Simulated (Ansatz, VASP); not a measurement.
## ZnCdO: VASP beside Ansatz

File INCAR:

```
  PREC = Accurate
  ENCUT = 600
  EDIFF = 1E-6
  ISMEAR = 0
  SIGMA = 0.1
  LREAL = False
  LASPH = True
  NELM = 80
  ALGO = Normal
  ISIF = 3
  LWAVE = False
  LCHARG = False
  GGA = PE
  IBRION = 2
  NSW = 90
  EDIFFG = -0.04
```

KPOINTS

```
Automatic mesh
0
Gamma
  6 6 4
```

Contents of POSCAR:

```
ZnCdO
1.0
    3.6675825100      0.0000000000      0.0000000000
    0.0000000000      3.6675825100      0.0000000000
    0.0000000000      0.0000000000      7.1792809800
Zn Cd O
2 2 2
Direct
    0.5000000000      0.5000000000      0.0000000000
    0.5000000000      0.5000000000      0.5000000000
    0.0000000000      0.0000000000      0.2500000000
    0.0000000000      0.0000000000      0.7500000000
    0.0000000000      0.5000000000      0.0000000000
    0.5000000000      0.0000000000      0.5000000000
```

Input for Ansatz:

```yaml
crystal:
  lattice:
    - [3.66758251, 0.0, 0.0]
    - [0.0, 3.66758251, 0.0]
    - [0.0, 0.0, 7.17928098]
  atoms:
    - { symbol: Zn, position: [0.5, 0.5, 0.0] }
    - { symbol: Zn, position: [0.5, 0.5, 0.5] }
    - { symbol: Cd, position: [0.0, 0.0, 0.25] }
    - { symbol: Cd, position: [0.0, 0.0, 0.75] }
    - { symbol: O, position: [0.0, 0.5, 0.0] }
    - { symbol: O, position: [0.5, 0.0, 0.5] }
basis:
  ecutwfc: 420
kpoints:
  mp_grid: { grid: [6, 6, 4] }
hamiltonian:
  xc: pbe
scf:
  occupations: { method: gaussian, width: 0.1 }
  lower_state_search: "off"
output:
  forces: true
  stress: true
  eigenvalues: true
relax:
  adjacent_minimum: "off"
  f_tol: 0.04
  max_steps: 70
  cell: { stress_tol: 0.4 }
```

Change from the starting cell: species swapped into the CaNiN type (P4_2/mmc, No. 131).

Alike in both runs: task relaxation of cell and atoms; functional PBE; k mesh 6 × 6 × 4; occupations gaussian, width 0.1 eV; no spin polarisation.

|  | VASP | Ansatz |
| --- | --- | --- |
| version | VASP 6.6.1 | Ansatz 0.2.0 |
| potentials or method | VASP PAW PBE potentials, release 64 (Zn, Cd, O), cutoff 600 eV | scalar-relativistic, plane waves, PAW |
| valence electrons in the cell | 60 | 76 |

|  | VASP | Ansatz | Ansatz less VASP |
| --- | --- | --- | --- |
| gap on the k mesh at the Fermi level, each at its own relaxed structure (eV) | none | none | - |
| relaxed volume (Å³/atom) | 17.77 | 21.26 | +3.485 |
| relaxed cell length with the largest relative difference (Å) | 7.352 | 10.340 | +2.9878 |

A gap of «none» marks a metal or a gap that the smearing closes. One of these differences is far larger than is usual between the two programs; its cause wasn't traced. VASP's potentials hold 60 valence electrons a cell and Ansatz's 76, so a difference there can come from the potentials and not from the codes.
